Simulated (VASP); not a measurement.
Nb, 1 atom in the cell. The structure is tetragonal, space group I4/mmm (No. 139). The conventional cell has a = 3.422 Å, b = 3.422 Å, c = 3.148 Å, α = 90.00°, β = 90.00°, γ = 90.00°. Within 3.8 Å of Nb (site symmetry 4/mmm) lie 14 Nb at 2.89 to 3.42 Å.  This cell differs from its parent crystal: ratio of the length along z to the lengths across it x 0.92, volume and fractional coordinates fixed.

- Program: VASP 6.6.1
- Task: single point
- Functional: PBEsol
- Potentials or basis: VASP PAW PBE potentials, release 64 (Nb_sv)
- Cutoff: 520 eV
- k mesh: 22 × 22 × 22
- Occupations: gaussian, width 0.15 eV
- Spin: no spin polarisation
- Dipole correction: no
- Further INCAR settings: ALGO = Fast; EDIFF = 1e-06; NBANDS = 12

Potentials or basis: VASP PAW PBE potentials, release 64 (Nb_sv).

Launch:

```console
$ cat potpaw_PBE.64/Nb_sv/POTCAR > POTCAR
$ mpirun -np 1 vasp_std > vasp.out
```

Hardware: 1 thread of Intel(R) Xeon(R) 6975P-C (Granite Rapids), on a shared host.

Q: Estimate the wall time of this run.

A: It took 96 s on 1 thread of Intel(R) Xeon(R) 6975P-C (Granite Rapids), on a shared host, peak memory 0.29 GiB. Counts: scf iterations 21, k points 834.
